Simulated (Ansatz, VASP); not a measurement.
This is a calculation of AlNi for Ansatz 0.2.0.

input.yaml

```yaml
crystal:
  lattice:
    - [1.9256822388, -1.9400810963, 0.0]
    - [1.9256822388, 1.9400810963, 0.0]
    - [0.0, 0.0, 3.0786278706]
  atoms:
    - { symbol: Ni, position: [0.5, 0.5, 0.5], spin: 1.0 }
    - { symbol: Al, position: [0.0, 0.0, 0.0] }
kpoints:
  mp_grid: { grid: [10, 10, 9] }
scf:
  occupations: { method: fermi_dirac, width: 0.05 }
hamiltonian:
  xc: lda
  pseudopotentials: { kind: all_electron, lapw: { basis_error: 0.001 } }
magnetization:
  spin_polarized: true
output:
  forces: true
  stress: true
  eigenvalues: true
```

Potentials or basis: all-electron LAPW, scalar-relativistic.

Launch:

```bash
$ ansatz run input.yaml --threads 2 --pin off --max-ram 6144MiB --backend cpu --events-out ev --progress --plain --runs-dir out
```

Translate it to VASP 6.6.1. Potentials there: VASP PAW LDA potentials, release 64 (Ni, Al).

As run (the cutoff follows the program's own potentials):

File INCAR:

```
SYSTEM = AlNi
PREC = Accurate
ENCUT = 520
EDIFF = 1E-6
ISMEAR = -1
SIGMA = 0.05
LREAL = .False.
LASPH = .True.
NELM = 150
ALGO = Normal
ISIF = 2
LWAVE = .False.
LCHARG = .True.
ISPIN = 2
MAGMOM = 1 0
LORBIT = 11
LMAXMIX = 4
GGA = CA
LELF = .True.
LVHAR = .True.
NBANDS = 18
```

KPOINTS

```
regular mesh
0
Gamma
  10 10 9
  0 0 0
```

The input POSCAR:

```
AlNi
1.0
    1.9256822388     -1.9400810963      0.0000000000
    1.9256822388      1.9400810963      0.0000000000
    0.0000000000      0.0000000000      3.0786278706
Ni Al
1 1
Direct
    0.5000000000      0.5000000000      0.5000000000
    0.0000000000      0.0000000000      0.0000000000
```

Potentials or basis: VASP PAW LDA potentials, release 64 (Ni, Al).

The run is started by

```console
$ cat potpaw_LDA.64/Ni/POTCAR potpaw_LDA.64/Al/POTCAR > POTCAR
$ mpirun -np 1 vasp_std > vasp.out
```

Both were run:

|  | VASP | Ansatz | Ansatz less VASP |
| --- | --- | --- | --- |
| gap on the k mesh at the Fermi level (eV) | none | none | - |
| pressure (GPa) | -1.2 | -1.6 | -0.45 |
| traceless stress, the component that is largest in VASP (GPa) | -5.12 | -4.96 | +0.154 |
| net moment per atom (μB) | 0.00 | 0.00 | 0.000 |

LDA's correlation is that of Perdew and Zunger in VASP and of Perdew and Wang (1992) in Ansatz. A gap of «none» marks a metal or a gap that the smearing closes. Ansatz ran all-electron here, and VASP with PAW potentials.
